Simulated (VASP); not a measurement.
# Os (P6_3/mmc) in VASP: single point with LDA

Aim: the single point of Os with LDA.

All numbers are computed with VASP 6.6.1; they aren't measurements. Logs are shortened: lines on timing, memory, paths and dates and some standing lists are left out, and cuts for length are marked.

### 1 The cell of the first run

The structure is hexagonal, space group P6_3/mmc (No. 194). Conventional cell: a = 2.734 Å, b = 2.734 Å, c = 4.320 Å, α = 90.00°, β = 90.00°, γ = 120.00°. Within 3.5 Å of Os (site symmetry -6m2) lie 12 Os at 2.68 to 2.73 Å.

### 2 Single point, LDA, non-collinear spin, zero start, spin-orbit coupling

File INCAR:

```
SYSTEM = Os
  PREC = Accurate
  ENCUT = 520
  EDIFF = 1E-7
  ISMEAR = -1
  SIGMA = 0.05
  LREAL = .FALSE.
  LASPH = .TRUE.
  NELM = 150
  ALGO = Normal
  ISIF = 2
  LWAVE = .FALSE.
  LCHARG = .FALSE.
  MAGMOM = 0 0 0 0 0 0
  LORBIT = 11
  LSORBIT = .TRUE.
  GGA_COMPAT = .FALSE.
  LORBMOM = .TRUE.
  LMAXMIX = 4
  GGA = CA
  NBANDS = 28
```

File KPOINTS:

```
Automatic mesh
0
G
  11 11 6
  0 0 0
```

File POSCAR:

```
Os
1.0
    2.7341000000      0.0000000000      0.0000000000
   -1.3670500000      2.3678000565      0.0000000000
    0.0000000000      0.0000000000      4.3197000000
Os
2
Direct
    0.6666666667      0.3333333333      0.7500000000
    0.3333333333      0.6666666667      0.2500000000
```

Potentials or basis: VASP PAW LDA potentials, release 64 (Os).

Run with:

```console
$ cat potpaw_LDA.64/Os/POTCAR > POTCAR
$ mpirun -np 1 vasp_ncl > vasp.out
```

OUTCAR:

```text
SYSTEM = Os
   PREC = Accurate
   ENCUT = 520
   EDIFF = 1E-7
   ISMEAR = -1
   LREAL = .FALSE.
   LASPH = .TRUE.
   NELM = 150
   ISIF = 2
   LORBIT = 11
   LSORBIT = .TRUE.
   GGA = CA

 ion  position               nearest neighbor table
   1  0.667  0.333  0.750-   2 2.68   2 2.68   2 2.68   2 2.68   2 2.68   2 2.68
   2  0.333  0.667  0.250-   1 2.68   1 2.68   1 2.68   1 2.68   1 2.68   1 2.68

  LATTYP: Found a hexagonal cell.
 ALAT       =     2.7341000000
 C/A-ratio  =     1.5799348963

  Lattice vectors:

 A1 = (   2.7341000000,   0.0000000000,   0.0000000000)
 A2 = (  -1.3670500000,   2.3678000565,   0.0000000000)
 A3 = (   0.0000000000,   0.0000000000,   4.3197000000)

Analysis of symmetry for initial positions (statically):
=====================================================================
 Subroutine PRICEL returns:
 Original cell was already a primitive cell.

 Routine SETGRP: Setting up the symmetry group for a
 hexagonal supercell.

 Subroutine GETGRP returns: Found 24 space group operations
 (whereof 12 operations were pure point group operations)
 out of a pool of 24 trial point group operations.

The static configuration has the point symmetry D_3d.
 The point group associated with its full space group is D_6h.

Analysis of symmetry for dynamics (positions and initial velocities):
=====================================================================
 Subroutine PRICEL returns:
 Original cell was already a primitive cell.

 Routine SETGRP: Setting up the symmetry group for a
 hexagonal supercell.

 Subroutine GETGRP returns: Found 24 space group operations
 (whereof 12 operations were pure point group operations)
 out of a pool of 24 trial point group operations.

The dynamic configuration has the point symmetry D_3d.
 The point group associated with its full space group is D_6h.

Analysis of structural, dynamic, and magnetic symmetry:
=====================================================================
 Subroutine PRICEL returns:
 Original cell was already a primitive cell.

 Routine SETGRP: Setting up the symmetry group for a
 hexagonal supercell.

 Subroutine GETGRP returns: Found 24 space group operations
 (whereof 12 operations were pure point group operations)
 out of a pool of 24 trial point group operations.

The overall configuration has the point symmetry D_3d.
 The point group associated with its full space group is D_6h.

 Subroutine INISYM returns: Found 24 space group operations
 (whereof 12 operations are pure point group operations),
 and found     1 'primitive' translations

----------------------------------------------------------------------------------------

                                     Primitive cell

  volume of cell :      27.9649

  direct lattice vectors                    reciprocal lattice vectors
     2.734100000  0.000000000  0.000000000     0.365751070  0.211166479  0.000000000
    -1.367050000  2.367800057  0.000000000     0.000000000  0.422332957  0.000000000
     0.000000000  0.000000000  4.319700000     0.000000000  0.000000000  0.231497558

  length of vectors
     2.734100000  2.734100000  4.319700000     0.422332957  0.422332957  0.231497558

  position of ions in fractional coordinates (direct lattice)
     0.666666667  0.333333333  0.750000000
     0.333333333  0.666666667  0.250000000

  ion indices of the primitive-cell ions
   primitive index   ion index
                 1           1
                 2           2

----------------------------------------------------------------------------------------

 KPOINTS: Automatic mesh

Automatic generation of k-mesh.
 Grid dimensions read from file:
 generate k-points for:   11   11    6

 Generating k-lattice:

[... 96 lines left out ...]

 number of electron      15.9999999 magnetization       0.0000000      0.0000000      0.0000000

 number of electron      15.9999999 magnetization      -0.0000000     -0.0000000      0.0000000

 number of electron      15.9999999 magnetization       0.0000000     -0.0000000      0.0000000

 Free energy of the ion-electron system (eV)
  ---------------------------------------------------
  ext. energy  EPLUGINS =         0.00000000
  ---------------------------------------------------
  free energy    TOTEN  =       -25.94312913 eV

  energy without entropy =      -25.92962944  energy(sigma->0) =      -25.93637928

 E-fermi :   9.4122     XC(G=0): -14.1815

 val. band max:        9.3425185601   @ k =   0.1818   0.0909   0.0000
 cond. band min:       9.4239780591   @ k =   0.3636   0.0909   0.3333
 fundamental gap:      0.0814594990
 Fermi energy:         9.4121718993

 k-point     1 :       0.0000    0.0000    0.0000
  band No.  band energies     occupation
      1      -1.4702      1.00000
      2      -1.4702      1.00000
      3       1.6212      1.00000
      4       1.6212      1.00000
      5       5.9141      1.00000
      6       5.9141      1.00000
[... 733 lines left out ...]
     27      24.3785      0.00000
     28      24.3785      0.00000

 [... further k-points ...]

------------------------ aborting loop because EDIFF is reached ----------------------------------------

  FORCE on cell =-STRESS in cart. coord.  units (eV):
  Direction    XX          YY          ZZ          XY          YZ          ZX
  --------------------------------------------------------------------------------------
  -------------------------------------------------------------------------------------
  Total       -1.2681585     -1.2681585     -1.4464305     -0.0000000      0.0000000      0.0000000
  in kB      -72.6559350    -72.6559350    -82.8695826     -0.0000000      0.0000000      0.0000000
  external PRESSURE =     -76.0604842 kB  Pullay stress =       0.0000000 kB

 VOLUME and BASIS-vectors are now :
 -----------------------------------------------------------------------------
  energy-cutoff  :      520.00
  volume of cell :       27.96
      direct lattice vectors                 reciprocal lattice vectors
     2.734100000  0.000000000  0.000000000     0.365751070  0.211166479  0.000000000
    -1.367050000  2.367800057  0.000000000     0.000000000  0.422332957  0.000000000
     0.000000000  0.000000000  4.319700000     0.000000000  0.000000000  0.231497558

 POSITION                                       TOTAL-FORCE (eV/Angst)
 -----------------------------------------------------------------------------------
      1.36705      0.78927      3.23977        -0.000000     -0.000000      0.000000
     -0.00000      1.57853      1.07993         0.000000      0.000000     -0.000000
 -----------------------------------------------------------------------------------
    total drift:                                0.000000     -0.000000      0.000000

  FREE ENERGIE OF THE ION-ELECTRON SYSTEM (eV)
  ---------------------------------------------------
  free  energy   TOTEN  =       -25.9431291253 eV

  energy  without entropy=      -25.9296294365  energy(sigma->0) =      -25.93637928

 orbital moment (x)

 # of ion     p       d       tot
 ----------------------------------------
  1         0.000   0.000   0.000
  2         0.000  -0.000  -0.000
 ----------------------------------------
            0.000   0.000   0.000

 orbital moment (y)

 # of ion     p       d       tot
 ----------------------------------------
  1        -0.000  -0.000  -0.000
  2        -0.000  -0.000  -0.000
 ----------------------------------------
           -0.000  -0.000  -0.000

 orbital moment (z)

 # of ion     p       d       tot
 ----------------------------------------
  1         0.000   0.000   0.000
  2         0.000   0.000   0.000
 ----------------------------------------
            0.000   0.000   0.000

 Spin-Orbit-Coupling matrix elements

 Ion:    1  E_soc:     -0.6634718
 l=   1
     0.0000000    -0.0449438    -0.0438975
    -0.0449438     0.0000000    -0.0449438
    -0.0438975    -0.0449438     0.0000000
 l=   2
     0.0000000    -0.0135368     0.0000000    -0.0135368    -0.0529952
    -0.0135368     0.0000000    -0.0381537    -0.0145011    -0.0135368
     0.0000000    -0.0381537     0.0000000    -0.0381537     0.0000000
    -0.0135368    -0.0145011    -0.0381537     0.0000000    -0.0135368
    -0.0529952    -0.0135368     0.0000000    -0.0135368     0.0000000
 l=   3
     0.0000000     0.0000000     0.0000000     0.0000000     0.0000000     0.0000000     0.0000000
     0.0000000     0.0000000     0.0000000     0.0000000     0.0000000     0.0000000     0.0000000
     0.0000000     0.0000000     0.0000000     0.0000000     0.0000000     0.0000000     0.0000000
     0.0000000     0.0000000     0.0000000     0.0000000     0.0000000     0.0000000     0.0000000
     0.0000000     0.0000000     0.0000000     0.0000000     0.0000000     0.0000000     0.0000000
     0.0000000     0.0000000     0.0000000     0.0000000     0.0000000     0.0000000     0.0000000
     0.0000000     0.0000000     0.0000000     0.0000000     0.0000000     0.0000000     0.0000000

 Ion:    2  E_soc:     -0.6634718
 l=   1
     0.0000000    -0.0449438    -0.0438975
    -0.0449438     0.0000000    -0.0449438
    -0.0438975    -0.0449438     0.0000000
 l=   2
     0.0000000    -0.0135368     0.0000000    -0.0135368    -0.0529952
    -0.0135368     0.0000000    -0.0381537    -0.0145011    -0.0135368
     0.0000000    -0.0381537     0.0000000    -0.0381537     0.0000000
    -0.0135368    -0.0145011    -0.0381537     0.0000000    -0.0135368
    -0.0529952    -0.0135368     0.0000000    -0.0135368     0.0000000
 l=   3
     0.0000000     0.0000000     0.0000000     0.0000000     0.0000000     0.0000000     0.0000000
     0.0000000     0.0000000     0.0000000     0.0000000     0.0000000     0.0000000     0.0000000
     0.0000000     0.0000000     0.0000000     0.0000000     0.0000000     0.0000000     0.0000000
     0.0000000     0.0000000     0.0000000     0.0000000     0.0000000     0.0000000     0.0000000
     0.0000000     0.0000000     0.0000000     0.0000000     0.0000000     0.0000000     0.0000000
     0.0000000     0.0000000     0.0000000     0.0000000     0.0000000     0.0000000     0.0000000
     0.0000000     0.0000000     0.0000000     0.0000000     0.0000000     0.0000000     0.0000000

 total charge

# of ion       s       p       d       tot
------------------------------------------
    1        0.661   0.789   6.204   7.654
    2        0.661   0.789   6.204   7.654
--------------------------------------------------
tot          1.322   1.579  12.408  15.308

 magnetization (x)

# of ion       s       p       d       tot
------------------------------------------
    1        0.000   0.000   0.000   0.000
    2        0.000   0.000   0.000   0.000
--------------------------------------------------
tot          0.000   0.000   0.000   0.000

 magnetization (y)

# of ion       s       p       d       tot
------------------------------------------
    1        0.000   0.000   0.000   0.000
    2       -0.000   0.000   0.000  -0.000
--------------------------------------------------
tot         -0.000   0.000   0.000  -0.000

 magnetization (z)

# of ion       s       p       d       tot
------------------------------------------
    1        0.000   0.000   0.000   0.000
    2        0.000   0.000   0.000   0.000
--------------------------------------------------
tot          0.000   0.000   0.000   0.000
```

Wall time 1.8 min (1 thread of AMD EPYC 7R13, shared host); peak memory 0.18 GiB.

Results:

| Property | Result |
| --- | --- |
| Free energy | -25.9431 eV |
| Pressure | -7.6 GPa |
| Net moment | 0.00 μB per cell |
| Valence electrons inside the program's atomic spheres | Os 7.65 |

Moments on the atoms (μB; x, y, z):
```
Os  0.00 0.00 0.00
Os  0.00 0.00 0.00
```
